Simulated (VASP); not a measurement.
# Ga32NO47 (a cell with a defect) (N_O) in VASP: notebook

Ga32NO47 (a cell with a defect) (N_O) is run at these levels: PBE; tasks: single point.

All numbers are computed with VASP 6.6.1; they aren't measurements. Logs are shortened: lines on timing, memory, paths and dates and some standing lists are left out, and cuts for length are marked.

## Step 1: The cell of the first run

The cell holds a defect, 80 atoms: a = 10.798 Å, b = 10.798 Å, c = 10.798 Å, α = 55.86°, β = 55.86°, γ = 55.86°.

## Step 2: Single point, PBE

INCAR reads:

```
ALGO = Normal
EDIFF = 1E-6
ENCUT = 520
GGA = PE
ISIF = 2
ISMEAR = 0
LASPH = True
LCHARG = True
LELF = True
LREAL = Auto
LVHAR = True
LWAVE = False
NBANDS = 398
NELECT = 704.0
NELM = 60
PREC = Accurate
SIGMA = 0.01
```

KPOINTS reads:

```
k-points
0
Gamma
  1 1 1
```

POSCAR reads:

```
Ga32NO47
1.0
    5.0579508900      2.9202093401      9.0826160100
   -5.0579508885      2.9202093392      9.0826160095
    0.0000000000     -5.8404185818      9.0826160405
Ga O N
32 47 1
Direct
    0.4346668240      0.4261299528      0.4318947388
    0.3231749004      0.3227409490      0.3240681718
    0.0722855073      0.0713435098      0.0722973829
    0.1757914160      0.1786637485      0.1785403269
    0.4273746569      0.4294498656      0.9275877521
    0.3219260052      0.3212542826      0.8238020430
    0.0730576420      0.0720650218      0.5714710037
    0.1768409409      0.1782150032      0.6776228782
    0.4284443782      0.9290523247      0.4260632168
    0.3218144954      0.8228857954      0.3212490316
    0.0708022555      0.5722026004      0.0729674061
    0.1791015823      0.6767234912      0.1774669339
    0.4284505831      0.9281455719      0.9267916552
    0.3217542870      0.8238674984      0.8212779230
    0.0741022398      0.5711491145      0.5710196651
    0.1775956754      0.6773921328      0.6783491889
    0.9267013394      0.4256278660      0.4269566969
    0.8152471697      0.3177665047      0.3235752354
    0.5724330553      0.0730910371      0.0688414336
    0.6778663973      0.1778343740      0.1767746316
    0.9280670265      0.4284535107      0.9268148296
    0.8214613379      0.3236191296      0.8206427282
    0.5743068278      0.0796313488      0.5659733492
    0.6755714036      0.1837166376      0.6700497394
    0.9279591827      0.9258806897      0.4284320726
    0.8225247239      0.8220973412      0.3202232551
    0.5722096801      0.5716147960      0.0722411873
    0.6776879542      0.6774483820      0.1780944983
    0.9281554026      0.9283974584      0.9258202215
    0.8214295891      0.8229149288      0.8215427339
    0.5720063130      0.5729192628      0.5718747999
    0.6774707862      0.6808415713      0.6765944902
    0.3729976833      0.2239726844      0.0288302082
    0.2236137057      0.0267047584      0.3741587130
    0.0246017225      0.3757468853      0.2218048588
    0.1249403983      0.2784247077      0.4712596597
    0.4734586804      0.1254796607      0.2754904247
    0.2767898744      0.4733855833      0.1253483264
    0.3705525536      0.2222238163      0.5272458337
    0.2215670901      0.0263591786      0.8750811197
    0.0262740637      0.3755249659      0.7229827139
    0.1240632102      0.2769985877      0.9732384165
    0.4676967765      0.1239267438      0.7840706743
    0.2737152013      0.4743894010      0.6277121558
    0.3757699909      0.7234362020      0.0255718934
    0.2252802037      0.5278844698      0.3739277731
    0.0285097593      0.8734159032      0.2218198807
    0.1258116074      0.7764587674      0.4726848335
    0.4729427642      0.6273420518      0.2749324334
    0.2770133414      0.9724685510      0.1247067099
    0.3747991255      0.7233178476      0.5263948700
    0.2213778730      0.5278549720      0.8762698590
    0.0283103042      0.8746124266      0.7233225801
    0.1249562928      0.7771825593      0.9724918721
    0.4726322464      0.6273508731      0.7767334120
    0.2763936372      0.9725169361      0.6240173328
    0.8750765765      0.2232963880      0.0263762420
    0.7261033633      0.0222495519      0.3714218750
    0.5274386583      0.3749135868      0.2202275795
    0.9761651613      0.1219620651      0.2752990169
    0.7769426423      0.4747535500      0.1223648540
    0.8793426139      0.2224276285      0.5274528723
    0.7225988740      0.0299276694      0.8707233396
    0.5237876816      0.3782577741      0.7274349937
    0.6252243202      0.2772836142      0.9721951431
    0.9734942986      0.1256650406      0.7771622845
    0.7764291981      0.4741895107      0.6242219806
    0.8741296282      0.7241100414      0.0262492287
    0.7224458774      0.5294641352      0.3747955257
    0.5271561310      0.8760052563      0.2217973543
    0.6246668856      0.7774974547      0.4724073763
    0.9731047741      0.6243318434      0.2762933028
    0.7772593312      0.9729552220      0.1223239886
    0.8768922963      0.7208565251      0.5257080532
    0.7227350410      0.5278973127      0.8736896049
    0.5272816247      0.8789482534      0.7197664164
    0.6249422342      0.7769250118      0.9727691663
    0.9728661410      0.6249911715      0.7772181943
    0.7821746189      0.9656132855      0.6257518374
    0.6249448147      0.2712696174      0.4784155909
```

Potentials or basis: VASP PAW PBE potentials, release 64 (Ga_d, O, N).

Started as:

```bash
$ cat potpaw_PBE.64/Ga_d/POTCAR potpaw_PBE.64/O/POTCAR potpaw_PBE.64/N/POTCAR > POTCAR
$ mpirun -np 1 vasp_gam > vasp.out
```

OUTCAR:

```text
EDIFF = 1E-6
   ENCUT = 520
   GGA = PE
   ISIF = 2
   ISMEAR = 0
   LASPH = True
   LREAL = Auto
   NELECT = 704.0
   NELM = 60
   PREC = Accurate

 ion  position               nearest neighbor table
   1  0.435  0.426  0.432-  80 1.91  49 1.96  44 1.96  46 2.18  39 2.18  59 2.18  23 2.90
   2  0.323  0.323  0.324-  36 1.95  37 1.97  38 1.97  39 2.05  59 2.09  46 2.09
   3  0.072  0.071  0.072-  40 1.95  47 1.95  57 1.96  60 2.08  50 2.10  42 2.11   4 2.88
   4  0.176  0.179  0.179-  35 1.94  34 1.95  33 1.95  60 2.09  42 2.11  50 2.12   3 2.88
   5  0.427  0.429  0.928-  38 1.95  65 1.96  55 1.96  64 2.06  52 2.11  33 2.12   6 2.88
   6  0.322  0.321  0.824-  43 1.93  42 1.95  44 1.96  33 2.10  64 2.11  52 2.12   5 2.88
   7  0.073  0.072  0.571-  62 1.92  53 1.95  34 1.95  56 2.09  36 2.11  66 2.12   8 2.87
   8  0.177  0.178  0.678-  39 1.92  40 1.95  41 1.95  66 2.09  36 2.11  56 2.12   7 2.87
   9  0.428  0.929  0.426-  37 1.94  71 1.95  56 1.95  70 2.10  34 2.10  51 2.12  10 2.88
  10  0.322  0.823  0.321-  49 1.94  50 1.94  48 1.95  34 2.10  51 2.11  70 2.11   9 2.88
  11  0.071  0.572  0.073-  52 1.94  35 1.95  68 1.95  72 2.09  54 2.11  38 2.12  12 2.88
  12  0.179  0.677  0.177-  47 1.94  46 1.95  45 1.95  38 2.09  54 2.11  72 2.12  11 2.88
  13  0.428  0.928  0.927-  43 1.91  77 1.95  50 1.95  45 2.11  76 2.11  40 2.12  14 2.87
  14  0.322  0.824  0.821-  55 1.94  56 1.95  54 1.95  40 2.09  45 2.11  76 2.12  13 2.87
  15  0.074  0.571  0.571-  46 1.94  41 1.95  74 1.95  44 2.09  48 2.11  78 2.12  16 2.88
  16  0.178  0.677  0.678-  53 1.95  52 1.95  51 1.96  44 2.08  78 2.10  48 2.11  15 2.88
  17  0.927  0.426  0.427-  36 1.95  67 1.97  72 1.97  62 2.05  69 2.09  35 2.09
  18  0.815  0.318  0.324-  80 1.91  61 1.96  60 1.96  35 2.18  62 2.18  69 2.18  24 2.90
  19  0.572  0.073  0.069-  33 1.95  63 1.95  70 1.95  65 2.11  73 2.11  37 2.12  20 2.89
  20  0.678  0.178  0.177-  59 1.94  58 1.95  57 1.95  37 2.10  65 2.10  73 2.12  19 2.89
  21  0.928  0.428  0.927-  61 1.94  78 1.94  42 1.95  41 2.10  57 2.11  75 2.11  22 2.88
  22  0.821  0.324  0.821-  67 1.94  65 1.95  66 1.95  75 2.10  41 2.10  57 2.12  21 2.88
  23  0.574  0.080  0.566-  39 1.97  58 1.99  76 1.99  80 1.99  79 2.15  43 2.17  24 2.81   1 2.90

  24  0.676  0.184  0.670-  62 1.97  64 1.98  63 1.99  80 1.99  43 2.15  79 2.17  23 2.81  18 2.90

  25  0.928  0.926  0.428-  79 1.92  48 1.95  60 1.96  74 2.10  58 2.11  47 2.12  26 2.88
  26  0.823  0.822  0.320-  72 1.95  71 1.96  73 1.96  58 2.06  47 2.11  74 2.12  25 2.88
  27  0.572  0.572  0.072-  59 1.94  45 1.95  75 1.96  61 2.09  49 2.10  77 2.11  28 2.88
  28  0.678  0.677  0.178-  69 1.94  68 1.95  70 1.96  49 2.09  61 2.10  77 2.11  27 2.88
  29  0.928  0.928  0.926-  73 1.94  66 1.95  54 1.95  53 2.09  68 2.11  63 2.12  30 2.87
  30  0.821  0.823  0.822-  79 1.91  77 1.95  78 1.95  68 2.11  63 2.11  53 2.12  29 2.87
  31  0.572  0.573  0.572-  69 1.94  64 1.95  51 1.95  67 2.10  71 2.10  55 2.12  32 2.89
  32  0.677  0.681  0.677-  74 1.95  76 1.95  75 1.95  71 2.11  55 2.11  67 2.12  31 2.89
  33  0.373  0.224  0.029-  19 1.95   4 1.95   6 2.10   5 2.12
  34  0.224  0.027  0.374-   4 1.95   7 1.95  10 2.10   9 2.10
  35  0.025  0.376  0.222-   4 1.94  11 1.95  17 2.09  18 2.18
  36  0.125  0.278  0.471-  17 1.95   2 1.95   7 2.11   8 2.11
  37  0.473  0.125  0.275-   9 1.94   2 1.97  20 2.10  19 2.12
  38  0.277  0.473  0.125-   5 1.95   2 1.97  12 2.09  11 2.12
[... 40 lines left out ...]
  79  0.782  0.966  0.626-  30 1.91  25 1.92  23 2.15  24 2.17
[... 291 lines left out ...]
  volume/ion in A,a.u.               =      10.06        67.90
  Fermi-wavevector in a.u.,A,eV,Ry     =   1.565605  2.958564 33.349487  2.451118
  Thomas-Fermi vector in A             =   2.668056
   LORBIT       =      0    0 simple, 1 ext, 2 COOP (PROOUT), +10 PAW based schemes
   GGA     = PE    functional components
   LHFCALC =     F    Hartree Fock is set to
   AEXX    =    0.0000 exact exchange contribution
   IVDW    =     0    specifies the selected vdW correction
   LEPSILON=     F    determine dielectric tensor
   LRPA    =     F    only Hartree local field effects (RPA)
 non-spin polarized calculation
 Gauss-broadening in eV      SIGMA  =   0.01
  energy-cutoff  :      520.00
  volume of cell :      804.92
 maximum number of plane-waves:     10826
   NGX = 41   NGY = 41   NGZ = 41

 number of electron     704.0000062 magnetization

 Free energy of the ion-electron system (eV)
  ---------------------------------------------------
  ext. energy  EPLUGINS =         0.00000000
  ---------------------------------------------------
  free energy    TOTEN  =      -467.74605400 eV

  energy without entropy =     -467.74605400  energy(sigma->0) =     -467.74605400

 E-fermi :   4.9503     XC(G=0): -11.9769

 val. band max:        4.8937557768   @ k =   0.0000   0.0000   0.0000
 cond. band min:       6.5784275422   @ k =   0.0000   0.0000   0.0000
 fundamental gap:      1.6846717654
 Fermi energy:         4.9502951339

 k-point     1 :       0.0000    0.0000    0.0000
  band No.  band energies     occupation
      1     -14.5532      2.00000
      2     -13.7585      2.00000
      3     -13.7466      2.00000
      4     -13.7360      2.00000
      5     -13.7161      2.00000
      6     -13.7113      2.00000
[... 356 lines left out ...]
    363      10.2849      0.00000
    364      10.3567      0.00000
 [bands above 364 left out]

------------------------ aborting loop because EDIFF is reached ----------------------------------------

  FORCE on cell =-STRESS in cart. coord.  units (eV):
  Direction    XX          YY          ZZ          XY          YZ          ZX
  --------------------------------------------------------------------------------------
  -------------------------------------------------------------------------------------
  Total       18.0924842     16.4271457     14.5985166      1.4343712     -0.2321306     -0.4028770
  in kB       36.0128913     32.6980534     29.0581872      2.8551001     -0.4620534     -0.8019222
  external PRESSURE =      32.5897106 kB  Pullay stress =       0.0000000 kB

 VOLUME and BASIS-vectors are now :
 -----------------------------------------------------------------------------
  energy-cutoff  :      520.00
  volume of cell :      804.92
      direct lattice vectors                 reciprocal lattice vectors
     5.057950890  2.920209340  9.082616010     0.098854262  0.057073535  0.036700146
    -5.057950888  2.920209339  9.082616010    -0.098854262  0.057073535  0.036700146
     0.000000000 -5.840418582  9.082616040     0.000000000 -0.114147069  0.036700146

 POSITION                                       TOTAL-FORCE (eV/Angst)
 -----------------------------------------------------------------------------------
      0.04318     -0.00874     11.74102         0.050346     -0.005101      0.021224
      0.00219     -0.00648      8.80999         0.002490      0.002569     -0.013099
      0.00476     -0.00282      1.96118         0.001229      0.001852     -0.011474
     -0.01453     -0.00767      4.84099         0.001324      0.000308      0.006823
     -0.01050     -2.91539     16.20713        -0.001832     -0.000181      0.012615
      0.00340     -2.93313     13.32404         0.003179      0.005831     -0.010327
[... 72 lines left out ...]
     -0.92782      1.44925     21.55795        -0.002330     -0.007151      0.000307
      1.78887     -0.17701     12.48524        -0.010146      0.017933      0.000140
 -----------------------------------------------------------------------------------
    total drift:                               -0.010249      0.017213      0.001142

  FREE ENERGIE OF THE ION-ELECTRON SYSTEM (eV)
  ---------------------------------------------------
  free  energy   TOTEN  =      -467.7460539995 eV

  energy  without entropy=     -467.7460539995  energy(sigma->0) =     -467.74605400
```

Wall time 16 min (1 thread of Intel Xeon Platinum 8375C at 2.90GHz (Ice Lake), shared host); peak memory 1 GiB.

What came out:

- Free energy: -467.7461 eV
- Largest force: 0.055 eV/Å

Forces on the atoms (eV/Å):
```
Ga   0.050 -0.005  0.021
Ga   0.002  0.003 -0.013
Ga   0.001  0.002 -0.011
Ga   0.001  0.000  0.007
Ga  -0.002  0.000  0.013
Ga   0.003  0.006 -0.010
Ga   0.000  0.000 -0.012
Ga  -0.002 -0.001  0.010
Ga  -0.001  0.001  0.009
Ga   0.000  0.001 -0.010
Ga  -0.002  0.002 -0.011
Ga  -0.001  0.002  0.010
Ga  -0.001  0.001  0.010
Ga   0.000  0.002 -0.011
Ga   0.000 -0.001 -0.008
Ga  -0.001  0.000  0.010
Ga  -0.002  0.000  0.014
Ga  -0.021 -0.045 -0.023
Ga  -0.002  0.000 -0.010
Ga   0.002 -0.002  0.012
Ga   0.000  0.000  0.008
Ga  -0.001  0.001 -0.011
Ga  -0.009  0.016  0.021
Ga  -0.009  0.018 -0.020
Ga  -0.007  0.001  0.010
Ga   0.002  0.001 -0.014
Ga   0.002 -0.004 -0.010
Ga   0.004 -0.004  0.008
Ga  -0.002  0.002  0.011
Ga   0.000  0.001 -0.012
Ga   0.001 -0.002 -0.012
Ga   0.002  0.001  0.010
O    0.002 -0.004  0.004
O    0.003 -0.001  0.003
O   -0.003 -0.005 -0.009
O   -0.002  0.004  0.001
O    0.000  0.002  0.001
O   -0.001 -0.001 -0.003
O    0.001  0.000  0.003
O   -0.001 -0.004  0.000
O    0.000 -0.004  0.000
O    0.001 -0.001  0.001
O    0.006 -0.001  0.001
O   -0.002  0.001 -0.002
O   -0.002  0.002  0.001
O    0.006 -0.002  0.009
O   -0.001  0.000  0.001
O    0.001 -0.001  0.000
O   -0.003 -0.001 -0.005
O   -0.002  0.000  0.000
O   -0.002  0.004  0.003
O    0.000  0.000 -0.001
O    0.003 -0.002  0.000
O    0.002 -0.004  0.001
O    0.002  0.000 -0.001
O    0.000 -0.002  0.002
O   -0.002  0.004  0.001
O   -0.004 -0.007 -0.002
O   -0.008  0.001  0.003
O    0.001  0.003  0.004
O    0.002  0.003  0.004
O   -0.002 -0.001 -0.004
O   -0.001  0.005 -0.001
O    0.005  0.001  0.000
O    0.001 -0.001  0.000
O    0.001 -0.002  0.000
O   -0.003  0.000  0.004
O   -0.001  0.003  0.003
O    0.004  0.007 -0.003
O    0.001  0.000 -0.002
O    0.000 -0.002  0.000
O    0.000 -0.002  0.002
O   -0.002  0.000  0.000
O    0.004 -0.002 -0.004
O    0.001 -0.002  0.002
O   -0.005  0.006 -0.001
O    0.003 -0.005  0.001
O    0.000  0.001 -0.001
O   -0.002 -0.007  0.000
N   -0.010  0.018  0.000
```

Caveat: the k points lie up to 0.75 Å⁻¹ apart; the cell carries a net charge on a neutralising background, which shifts energy and pressure; the cell is charged against a uniform background, so pressure and absolute levels hang on convention.

## Step 3: Single point, PBE

INCAR reads:

```
ALGO = Normal
EDIFF = 1E-6
ENCUT = 520
GGA = PE
ISIF = 2
ISMEAR = -1
LASPH = T
LCHARG = T
LELF = T
LREAL = Auto
LVHAR = T
LWAVE = F
NBANDS = 398
NELECT = 704.0
NELM = 60
PREC = Accurate
SIGMA = 0.01
```

KPOINTS is that of step 2.

Changes to POSCAR since step 2:

```diff
@@ -2,5 +2,5 @@
 1.0
-    5.0579508900      2.9202093401      9.0826160100
-   -5.0579508885      2.9202093392      9.0826160095
-    0.0000000000     -5.8404185818      9.0826160405
+    5.0579508907      2.9202093421      9.0826160115
+   -5.0579508907      2.9202093421      9.0826160115
+    0.0000000000     -5.8404185829      9.0826160441
 Ga O N
```

Potentials or basis: VASP PAW PBE potentials, release 64 (Ga_d, O, N).

Started as:

```bash
$ cat potpaw_PBE.64/Ga_d/POTCAR potpaw_PBE.64/O/POTCAR potpaw_PBE.64/N/POTCAR > POTCAR
$ mpirun -np 1 vasp_gam > vasp.out
```

Wall time 23 min (1 thread of Intel Xeon Platinum 8259CL at 2.50GHz (Skylake/Cascade Lake), shared host); peak memory 1 GiB.

The run converged. Its results:

```yaml
Free_energy: -467.7461 eV
Largest_force: 0.055 eV/Å
```

Forces in eV/Å, atoms in the order of the input:
```
Ga   0.050 -0.005  0.021
Ga   0.002  0.003 -0.013
Ga   0.001  0.002 -0.012
Ga   0.001  0.000  0.007
Ga  -0.002  0.000  0.013
Ga   0.003  0.006 -0.010
Ga   0.000  0.000 -0.012
Ga  -0.002 -0.001  0.010
Ga  -0.001  0.001  0.009
Ga   0.000  0.001 -0.010
Ga  -0.002  0.002 -0.011
Ga  -0.001  0.002  0.010
Ga  -0.001  0.001  0.010
Ga   0.000  0.002 -0.011
Ga   0.000 -0.001 -0.008
Ga  -0.001  0.000  0.010
Ga  -0.002  0.000  0.014
Ga  -0.022 -0.045 -0.023
Ga  -0.002  0.000 -0.010
Ga   0.003 -0.002  0.011
Ga   0.000  0.000  0.008
Ga  -0.001  0.001 -0.011
Ga  -0.009  0.016  0.021
Ga  -0.009  0.018 -0.020
Ga  -0.007  0.001  0.010
Ga   0.002  0.001 -0.014
Ga   0.002 -0.004 -0.010
Ga   0.004 -0.004  0.008
Ga  -0.002  0.002  0.011
Ga   0.000  0.001 -0.012
Ga   0.001 -0.002 -0.012
Ga   0.002  0.001  0.010
O    0.002 -0.004  0.004
O    0.003 -0.001  0.003
O   -0.003 -0.005 -0.009
O   -0.002  0.004  0.001
O    0.000  0.002  0.000
O   -0.001 -0.001 -0.003
O    0.001  0.000  0.003
O   -0.001 -0.004  0.000
O    0.000 -0.003  0.000
O    0.000  0.000  0.001
O    0.006 -0.001  0.001
O   -0.002  0.001 -0.002
O   -0.003  0.002  0.001
O    0.006 -0.002  0.009
O   -0.001  0.000  0.000
O    0.001 -0.001  0.001
O   -0.003 -0.001 -0.005
O   -0.001  0.000  0.000
O   -0.002  0.004  0.003
O    0.000 -0.001 -0.001
O    0.003 -0.002  0.000
O    0.002 -0.004  0.001
O    0.002  0.000 -0.001
O    0.000 -0.002  0.002
O   -0.002  0.004  0.001
O   -0.004 -0.007 -0.002
O   -0.008  0.001  0.003
O    0.001  0.003  0.004
O    0.002  0.003  0.004
O   -0.002 -0.001 -0.004
O   -0.001  0.005 -0.001
O    0.005  0.001  0.000
O    0.001 -0.001  0.000
O    0.001 -0.002  0.000
O   -0.003  0.000  0.004
O   -0.001  0.003  0.003
O    0.004  0.007 -0.003
O    0.001  0.000 -0.002
O    0.000 -0.002  0.000
O    0.000 -0.002  0.002
O   -0.002  0.000  0.000
O    0.004 -0.003 -0.004
O    0.001 -0.002  0.002
O   -0.005  0.006 -0.001
O    0.003 -0.005  0.001
O    0.000  0.001 -0.001
O   -0.002 -0.007  0.000
N   -0.010  0.018  0.000
```

Levels at points of the mesh, in eV from the Fermi level:
```
           k point  band 348  band 349  band 350  band 351  band 352  band 353  band 354  band 355  band 356  band 357
(0.00, 0.00, 0.00)     -1.14     -1.11     -0.77     -0.56     -0.26      1.43      4.48      4.49      4.94      4.96
```

Caveat: the k points lie up to 0.75 Å⁻¹ apart; the cell carries a net charge on a neutralising background, which shifts energy and pressure; the cell is charged against a uniform background, so pressure and absolute levels hang on convention.
